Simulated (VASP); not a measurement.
Crystal: As.

```
As
1.0
     1.78774   -5.38772    0.00000
     1.78774    5.38772    0.00000
     0.00000    0.00000    4.37875
As
4
Direct
  0.39000 0.61000 0.56000
  0.89000 0.11000 0.94000
  0.61000 0.39000 0.44000
  0.11000 0.89000 0.06000
```

Program: VASP 6.6.1. Alike in all runs: task single point; no spin polarisation; cell as given; k mesh 8 × 8 × 6; cutoff (eV) 520; smearing fermi-dirac 0.05 eV.

Order these runs on this cell by their pressure, lowest first.
A. level PBEsol; potentials or basis VASP PAW PBE potentials, release 64 (As)
B. level LDA; potentials or basis VASP PAW LDA potentials, release 64 (As)
C. level r2SCAN; potentials or basis VASP PAW PBE potentials, release 64 (As)

B (3.4 GPa), A (5.2 GPa), C (6.9 GPa).

Caveats: the cell stands under pressure; the PAW data sets were made with another functional, which shifts forces and pressure a little (at least some runs).
